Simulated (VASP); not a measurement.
A run of VASP 6.6.1:

File INCAR:

```
PREC = Accurate ; ENCUT = 520
EDIFF = 1E-7 ; ISMEAR = -1
SIGMA = 0.1 ; LREAL = F
LASPH = T ; NELM = 100
ALGO = Normal ; ISIF = 2
LWAVE = F ; LCHARG = T
GGA = B5 ; ALDAX = 1.0
AGGAX = 1.0 ; AGGAC = 1.0
ALDAC = 0.0 ; LELF = T
LVHAR = T ; NBANDS = 10
```

File KPOINTS:

```
regular mesh
0
Gamma
  16 16 16
```

POSCAR

```
Ir
1.0
   -1.6244436381      1.6244436381      1.6244436381
    1.6244436381     -1.6244436381      1.6244436381
    1.6244436381      1.6244436381     -1.6244436381
Ir
1
Direct
    0.0000000000      0.0000000000      0.0000000000
```

Potentials or basis: VASP PAW PBE potentials, release 64 (Ir).

Launch:

```bash
$ cat potpaw_PBE.64/Ir/POTCAR > POTCAR
$ mpirun -np 1 vasp_std > vasp.out
```

Hardware: 1 thread of Intel Xeon 8259CL (shared host).

Question: How long does it take, and how much memory?

Answer: Wall time 45 s on 1 thread of Intel Xeon 8259CL, with other jobs on the host, peak memory 0.16 GiB. Counts: scf iterations 12, k points 145.
